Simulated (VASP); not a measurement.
# Mg12CO12F4 in VASP: single point with PBE

Aim: the single point of Mg12CO12F4 with PBE.

All numbers are computed with VASP 6.6.1; they aren't measurements. Logs are shortened: lines on timing, memory, paths and dates and some standing lists are left out, and cuts for length are marked.

### Step 1. The cell of the first run

The cell holds a slab with vacuum, 29 atoms: a = 5.606 Å, b = 5.606 Å, c = 16.722 Å, α = 90.00°, β = 90.00°, γ = 60.00°.

### Step 2. Single point, PBE

Input file INCAR:

```
PREC = Accurate
ENCUT = 520
EDIFF = 1E-6
ISMEAR = 0
SIGMA = 0.05
LREAL = Auto
LASPH = T
NELM = 100
ALGO = Normal
ISIF = 2
LWAVE = F
LCHARG = T
GGA = PE
LELF = T
LVHAR = T
NBANDS = 84
```

Input file KPOINTS:

```
regular mesh
0
Gamma
  2 2 1
```

Input file POSCAR:

```
Mg12CO12F4
1.0
    5.6059430000      0.0000000000      0.0000000000
    2.8029710000      4.8548890000      0.0000000000
    0.0000000000      0.0000000000     16.7215410000
Mg O C F
12 12 1 4
Direct
    0.0000000000      0.0000000000      0.0598031000
    0.0000000400      0.4999999700      0.0598031000
    0.4999999600      0.0000000000      0.0598031000
    0.5000000000      0.4999999700      0.0598031000
    0.6671029117      0.6661002776      0.2116246412
    0.6674451529      0.1673057571      0.2102449278
    0.1661423494      0.6659968863      0.2111393680
    0.1662651358      0.1669364452      0.2116340799
    0.3440764076      0.3227848735      0.3623613479
    0.3333248227      0.8329197165      0.3613859006
    0.8395214891      0.3391913180      0.3643942581
    0.8231227569      0.8437518280      0.3623516483
    0.3333333800      0.8333332800      0.1282362800
    0.3333333400      0.3333333100      0.1282362800
    0.8333333400      0.8333332800      0.1282362800
    0.8333333000      0.3333333100      0.1282362800
    0.0008362751      0.5006391547      0.2781543256
   -0.0024276559     -0.0011579990      0.2811039497
    0.4990383587      0.4973764264      0.2811039312
    0.5025221167      0.0022888444      0.2782657670
    0.6773733266      0.1769847487      0.4384425397
    0.6614950221      0.6800230225      0.4237771418
    0.1803636984      0.1610742880      0.4237666525
    0.1609333174      0.6605771311      0.4239754761
    0.6896192760      0.1890593125      0.5211320995
    0.1087248002      0.6075065214      0.5022580488
    0.5639338539      0.0640560315      0.5555130563
    0.9494896802      0.0684450942      0.5487161501
    0.5697979501      0.4488782680      0.5487321767
```

Potentials or basis: VASP PAW PBE potentials, release 64 (Mg, O, C, F).

Started as:

```bash
cat potpaw_PBE.64/Mg/POTCAR potpaw_PBE.64/O/POTCAR potpaw_PBE.64/C/POTCAR potpaw_PBE.64/F/POTCAR > POTCAR
mpirun -np 1 vasp_std > vasp.out
```

OUTCAR:

```text
PREC = Accurate
   ENCUT = 520
   EDIFF = 1E-6
   ISMEAR = 0
   LREAL = Auto
   LASPH = T
   NELM = 100
   ISIF = 2
   GGA = PE

 ion  position               nearest neighbor table
   1  0.000  0.000  0.060-  16 1.98  15 1.98  13 1.98   3 2.80   2 2.80   2 2.80   4 2.80   4 2.80
                             3 2.80   6 2.99   7 3.01   8 3.01
   2  0.000  0.500  0.060-  15 1.98  14 1.98  16 1.98   4 2.80   3 2.80   1 2.80   1 2.80   4 2.80
                             3 2.80   7 3.00   5 3.01   8 3.01
   3  0.500  0.000  0.060-  13 1.98  14 1.98  15 1.98   1 2.80   2 2.80   4 2.80   4 2.80   1 2.80
                             2 2.80   6 2.99   8 3.01   5 3.01
   4  0.500  0.500  0.060-  14 1.98  13 1.98  16 1.98   2 2.80   3 2.80   3 2.80   1 2.80   1 2.80
                             2 2.80   6 2.99   7 3.01   5 3.01
   5  0.667  0.666  0.212-  17 1.97  20 1.98  19 2.01  16 2.13  15 2.14  13 2.14   6 2.80   7 2.80
                             8 2.80   8 2.81   7 2.81   6 2.81  10 2.98  12 3.00  11 3.01   2 3.01
   6  0.667  0.167  0.210-  20 1.96  19 1.99  18 1.99  16 2.12  15 2.12  14 2.12   5 2.80   8 2.80
                             7 2.80   7 2.80   8 2.81   5 2.81   1 2.99   9 2.99   4 2.99  12 2.99
   7  0.166  0.666  0.211-  17 1.96  18 2.00  19 2.00  14 2.13  15 2.13  13 2.14   5 2.80   8 2.80
                             6 2.80   6 2.80   8 2.81   5 2.81  10 2.99   2 3.00   4 3.01   1 3.01
   8  0.166  0.167  0.212-  17 1.97  20 1.98  18 2.01  16 2.13  14 2.14  13 2.14   6 2.80   7 2.80
                             5 2.80   5 2.81   7 2.81   6 2.81  10 2.98   9 3.00  11 3.01   2 3.01
   9  0.344  0.323  0.362-  23 1.88  24 1.94  21 2.06  20 2.10  19 2.10  17 2.18  12 2.69  26 2.77
                            10 2.78  11 2.78  11 2.82  10 2.83  12 2.92   6 2.99   8 3.00   7 3.03
  10  0.333  0.833  0.361-  23 1.91  22 1.91  24 1.97  19 2.11  18 2.11  20 2.15  12 2.78   9 2.78
                            11 2.80  11 2.80   9 2.83  12 2.83   5 2.98   8 2.98   7 2.99
  11  0.840  0.339  0.364-  23 1.93  22 1.93  21 2.00  17 2.13  18 2.16  19 2.16   9 2.78  12 2.78
                            10 2.80  10 2.80  12 2.82   9 2.82   8 3.01   5 3.01   6 3.07
  12  0.823  0.844  0.362-  22 1.88  24 1.94  21 2.06  20 2.10  18 2.10  17 2.18   9 2.69  26 2.77
                            10 2.78  11 2.78  11 2.82  10 2.83   9 2.92   6 2.99   5 3.00   7 3.03
  13  0.333  0.833  0.128-   3 1.98   4 1.98   1 1.98   7 2.14   8 2.14   5 2.14
  14  0.333  0.333  0.128-   4 1.98   3 1.98   2 1.98   6 2.12   7 2.13   8 2.14
  15  0.833  0.833  0.128-   2 1.98   1 1.98   3 1.98   6 2.12   7 2.13   5 2.14
  16  0.833  0.333  0.128-   1 1.98   4 1.98   2 1.98   6 2.12   5 2.13   8 2.13
  17  0.001  0.501  0.278-   7 1.96   8 1.97   5 1.97  11 2.13  12 2.18   9 2.18
  18  0.998  0.999  0.281-   6 1.99   7 2.00   8 2.01  12 2.10  10 2.11  11 2.16
  19  0.499  0.497  0.281-   6 1.99   7 2.00   5 2.01   9 2.10  10 2.11  11 2.16
  20  0.503  0.002  0.278-   6 1.96   5 1.98   8 1.98   9 2.10  12 2.10  10 2.15
  21  0.677  0.177  0.438-  25 1.39  11 2.00  12 2.06   9 2.06
  22  0.661  0.680  0.424-  12 1.88  10 1.91  11 1.93
  23  0.180  0.161  0.424-   9 1.88  10 1.91  11 1.93
  24  0.161  0.661  0.424-  26 1.41   9 1.94  12 1.94  10 1.97
  25  0.690  0.189  0.521-  28 1.34  29 1.34  27 1.35  21 1.39
  26  0.109  0.608  0.502-  24 1.41   9 2.77  12 2.77
  27  0.564  0.064  0.556-  25 1.35
  28  0.949  0.068  0.549-  25 1.34
  29  0.570  0.449  0.549-  25 1.34

  LATTYP: Found a hexagonal cell.
 ALAT       =     5.6059427066
 C/A-ratio  =     2.9828240985

  Lattice vectors:

 A1 = (  -2.8029710000,  -4.8548890000,   0.0000000000)
 A2 = (   5.6059430000,   0.0000000000,   0.0000000000)
 A3 = (   0.0000000000,   0.0000000000,  16.7215410000)

Analysis of symmetry for initial positions (statically):
=====================================================================
 Subroutine PRICEL returns:
 Original cell was already a primitive cell.

 Routine SETGRP: Setting up the symmetry group for a
 hexagonal supercell.

 Subroutine GETGRP returns: Found  1 space group operations
 (whereof  1 operations were pure point group operations)
 out of a pool of 24 trial point group operations.

The static configuration has the point symmetry C_1 .

Analysis of symmetry for dynamics (positions and initial velocities):
=====================================================================
 Subroutine PRICEL returns:
 Original cell was already a primitive cell.

 Routine SETGRP: Setting up the symmetry group for a
 hexagonal supercell.

 Subroutine GETGRP returns: Found  1 space group operations
 (whereof  1 operations were pure point group operations)
 out of a pool of 24 trial point group operations.

The dynamic configuration has the point symmetry C_1 .

 Subroutine INISYM returns: Found  1 space group operations
 (whereof  1 operations are pure point group operations),
 and found     1 'primitive' translations

----------------------------------------------------------------------------------------

                                     Primitive cell

  volume of cell :     455.0973

  direct lattice vectors                    reciprocal lattice vectors
     5.605943000  0.000000000  0.000000000     0.178382121 -0.102988948  0.000000000
     2.802971000  4.854889000  0.000000000     0.000000000  0.205977933  0.000000000
     0.000000000  0.000000000 16.721541000     0.000000000  0.000000000  0.059803101

  length of vectors
     5.605943000  5.605942707 16.721541000     0.205977922  0.205977933  0.059803101

  position of ions in fractional coordinates (direct lattice)
     0.000000000  0.000000000  0.059803100
     0.000000040  0.499999970  0.059803100
     0.499999960  0.000000000  0.059803100
     0.500000000  0.499999970  0.059803100
     0.667102912  0.666100278  0.211624641
     0.667445153  0.167305757  0.210244928
[... 21 lines left out ...]
     0.949489680  0.068445094  0.548716150
     0.569797950  0.448878268  0.548732177

  ion indices of the primitive-cell ions
   primitive index   ion index
                 1           1
                 2           2
                 3           3
                 4           4
                 5           5
                 6           6
[... 21 lines left out ...]
                28          28
                29          29

----------------------------------------------------------------------------------------

 KPOINTS: regular mesh

Automatic generation of k-mesh.
 Grid dimensions read from file:
 generate k-points for:    2    2    1

 Generating k-lattice:

  Cartesian coordinates                     Fractional coordinates (reciprocal lattice)
     0.089191060 -0.051494474  0.000000000     0.500000000 -0.000000000  0.000000000
     0.000000000  0.102988966  0.000000000     0.000000000  0.500000000  0.000000000
     0.000000000  0.000000000  0.059803101     0.000000000  0.000000000  1.000000000

  Length of vectors
     0.102988961  0.102988966  0.059803101

  Shift w.r.t. Gamma in fractional coordinates (k-lattice)
     0.000000000  0.000000000  0.000000000

 Subroutine IBZKPT returns following result:
 ===========================================

 Found      4 irreducible k-points:

 Following reciprocal coordinates:
            Coordinates               Weight
  0.000000  0.000000  0.000000      1.000000
  0.500000  0.000000  0.000000      1.000000
  0.500000  0.500000  0.000000      1.000000
  0.000000  0.500000  0.000000      1.000000
   k-points           NKPTS =      4   k-points in BZ     NKDIM =      4   number of bands    NBANDS=     84
   number of dos      NEDOS =    301   number of ions     NIONS =     29
   total plane-waves  NPLWV = 222264
   dimension x,y,z NGX =    42 NGY =   42 NGZ =  126
   dimension x,y,z NGXF=    84 NGYF=   84 NGZF=  252
   ions per type =              12  12   1   4
   NGX,Y,Z   is equivalent  to a cutoff of  12.46, 12.46, 12.53 a.u.
   NGXF,Y,Z  is equivalent  to a cutoff of  24.91, 24.91, 25.05 a.u.
 SYSTEM =  unknown system
   PREC   = accura    normal or accurate (medium, high low for compatibility)
   ISTART =      0    job   : 0-new  1-cont  2-samecut
   ICHARG =      2    charge: 1-file 2-atom 10-const
   ISPIN  =      1    spin polarized calculation?
   LNONCOLLINEAR =      F non collinear calculations
   LSORBIT =      F    spin-orbit coupling
   LASPH  =      T    aspherical Exc in radial PAW
   ENCUT  =  520.0 eV  38.22 Ry    6.18 a.u.  10.42 10.42 31.09*2*pi/ulx,y,z
   NELM   =    100;   NELMIN=  2; NELMDL= -5     # of ELM steps
   EDIFF  = 0.1E-05   stopping-criterion for ELM
   LREAL  =      T    real-space projection
   EDIFFG = 0.1E-04   stopping-criterion for IOM
   NSW    =      0    number of steps for IOM
   IBRION =     -1    ionic relax: 0-MD 1-quasi-New 2-CG
   NFREE  =      0    steps in history (QN), initial steepest desc. (CG)
   ISIF   =      2    stress and relaxation
   ISYM   =      2    0-nonsym 1-usesym 2-fastsym
   POTIM  = 0.5000    time-step for ionic-motion
   TEBEG  =    0.0;   TEEND  =   0.0 temperature during run
   PSTRESS=    0.0 pullay stress
   NELECT =     128.0000    total number of electrons
   NUPDOWN=      -1.0000    fix difference up-down
   EMIN   =  10.00;   EMAX   =-10.00  energy-range for DOS
   EFERMI =   0.00;   METHOD = LEGACY
   ISMEAR =     0;   SIGMA  =   0.05  broadening in eV -4-tet -1-fermi 0-gaus
   EFERMI_NEDOS =   21; number of points for ismear=-14 and -15
   IALGO  =     38    algorithm
   IMIX   =      4    mixing-type and parameters
     AMIX     =   0.40;   BMIX     =  1.00
     AMIX_MAG =   1.60;   BMIX_MAG =  1.00
  volume/ion in A,a.u.               =      15.69       105.90
  Fermi-wavevector in a.u.,A,eV,Ry     =   1.072614  2.026946 15.653509  1.150500
  Thomas-Fermi vector in A             =   2.208389
   LORBIT       =      0    0 simple, 1 ext, 2 COOP (PROOUT), +10 PAW based schemes
   GGA     = PE    functional components
   LHFCALC =     F    Hartree Fock is set to
   AEXX    =    0.0000 exact exchange contribution
   IVDW    =     0    specifies the selected vdW correction
   LEPSILON=     F    determine dielectric tensor
   LRPA    =     F    only Hartree local field effects (RPA)
 non-spin polarized calculation
 Gauss-broadening in eV      SIGMA  =   0.05
  energy-cutoff  :      520.00
  volume of cell :      455.10
 maximum number of plane-waves:     12303
 NGX is ok and might be reduce to    42
   NGX = 21   NGY = 21   NGZ = 63

 number of electron     127.9999998 magnetization

 Free energy of the ion-electron system (eV)
  ---------------------------------------------------
  ext. energy  EPLUGINS =         0.00000000
  ---------------------------------------------------
  free energy    TOTEN  =      -146.06562259 eV

  energy without entropy =     -146.04491523  energy(sigma->0) =     -146.05526891

 E-fermi :  -0.5317     XC(G=0):  -7.3640

 val. band max:       -0.5784849130   @ k =   0.5000   0.5000   0.0000
 cond. band min:      -0.5222946645   @ k =   0.0000   0.0000   0.0000
 fundamental gap:      0.0561902484
 Fermi energy:        -0.5317111909

 k-point     1 :       0.0000    0.0000    0.0000
  band No.  band energies     occupation
      1     -26.1583      2.00000
      2     -25.0979      2.00000
      3     -23.6047      2.00000
      4     -23.5087      2.00000
      5     -20.1662      2.00000
      6     -19.4821      2.00000
[... 68 lines left out ...]
     75       6.8944      0.00000
     76       7.0532      0.00000
[... 235 lines left out ...]
     75       7.3383      0.00000
     76       7.4016      0.00000
 [bands above 76 left out]

------------------------ aborting loop because EDIFF is reached ----------------------------------------

  FORCE on cell =-STRESS in cart. coord.  units (eV):
  Direction    XX          YY          ZZ          XY          YZ          ZX
  --------------------------------------------------------------------------------------
  -------------------------------------------------------------------------------------
  Total       52.3348190     50.3507441      2.1734158      1.7274571     -0.0611668     -0.1627080
  in kB      184.2455590    177.2605920      7.6515447      6.0815400     -0.2153385     -0.5728161
  external PRESSURE =     123.0525652 kB  Pullay stress =       0.0000000 kB

 VOLUME and BASIS-vectors are now :
 -----------------------------------------------------------------------------
  energy-cutoff  :      520.00
  volume of cell :      455.10
      direct lattice vectors                 reciprocal lattice vectors
     5.605943000  0.000000000  0.000000000     0.178382121 -0.102988948  0.000000000
     2.802971000  4.854889000  0.000000000     0.000000000  0.205977933  0.000000000
     0.000000000  0.000000000 16.721541000     0.000000000  0.000000000  0.059803101

 POSITION                                       TOTAL-FORCE (eV/Angst)
 -----------------------------------------------------------------------------------
      0.00000      0.00000      1.00000         0.015561     -0.010601     -0.629205
      1.40149      2.42744      1.00000        -0.000856     -0.000757     -0.582124
      2.80297      0.00000      1.00000        -0.014295     -0.008217     -0.589318
      4.20446      2.42744      1.00000        -0.001454      0.018582     -0.629353
      5.60680      3.23384      3.53869         0.003820      0.003789     -0.032313
      4.21061      0.81225      3.51562        -0.000559     -0.000749     -0.040209
[... 21 lines left out ...]
      5.51463      0.33229      9.17538         0.328415     -0.172682      0.136645
      4.45245      2.17925      9.17565         0.011431      0.370741      0.137321
 -----------------------------------------------------------------------------------
    total drift:                                0.001751      0.001084      0.001620

  FREE ENERGIE OF THE ION-ELECTRON SYSTEM (eV)
  ---------------------------------------------------
  free  energy   TOTEN  =      -146.0656225934 eV

  energy  without entropy=     -146.0449152265  energy(sigma->0) =     -146.05526891
```

It took 5.7 min on 1 thread of Intel Xeon Platinum 8488C (Sapphire Rapids), shared host; peak memory 0.54 GiB.

Results:

```yaml
Free_energy: -146.0656 eV
Largest_force: 0.812 eV/Å
Band_gap_on_the_k_mesh: zero (bands 64 and 65 overlap by 0.22 eV)
```

Forces on the atoms (eV/Å):
```
Mg   0.016 -0.011 -0.629
Mg  -0.001 -0.001 -0.582
Mg  -0.014 -0.008 -0.589
Mg  -0.001  0.019 -0.629
Mg   0.004  0.004 -0.032
Mg  -0.001 -0.001 -0.040
Mg  -0.006 -0.004 -0.040
Mg   0.006  0.002 -0.033
Mg   0.012  0.009 -0.042
Mg  -0.014 -0.006 -0.037
Mg  -0.003 -0.002 -0.047
Mg   0.016  0.006 -0.041
O   -0.030 -0.018  0.811
O    0.039  0.013  0.543
O    0.032  0.025  0.543
O   -0.041 -0.025  0.719
O   -0.004 -0.002  0.032
O    0.004  0.001  0.037
O    0.003  0.003  0.036
O   -0.001  0.001  0.034
O   -0.016 -0.009 -0.169
O   -0.002 -0.010  0.014
O   -0.008  0.005  0.014
O    0.112  0.066 -0.355
C   -0.032 -0.018 -0.294
F   -0.108 -0.063  0.338
F   -0.301 -0.174  0.165
F    0.328 -0.173  0.137
F    0.011  0.371  0.137
```

Levels at points of the mesh, in eV from the Fermi level:
| k point | band 60 | band 61 | band 62 | band 63 | band 64 | band 65 | band 66 | band 67 | band 68 | band 69 |
| --- | --- | --- | --- | --- | --- | --- | --- | --- | --- | --- |
| (0.00, 0.00, 0.00) | -0.42 | -0.28 | -0.16 | 0.01 | 0.17 | 2.67 | 2.68 | 2.68 | 3.49 | 4.24 |
| (0.50, 0.00, 0.00) | -0.37 | -0.30 | -0.23 | -0.11 | -0.06 | -0.05 | 2.19 | 2.20 | 3.59 | 6.02 |
| (0.50, 0.50, 0.00) | -0.51 | -0.28 | -0.08 | -0.08 | -0.05 | 0.09 | 2.19 | 2.20 | 3.55 | 6.01 |
| (0.00, 0.50, 0.00) | -0.37 | -0.30 | -0.23 | -0.11 | -0.06 | -0.05 | 2.19 | 2.20 | 3.59 | 6.02 |

Caveat: the k points lie up to 0.65 Å⁻¹ apart; there is no dipole correction, which matters where the two faces differ.

The gap in the log of VASP goes by the Fermi energy; the results here count the filled bands.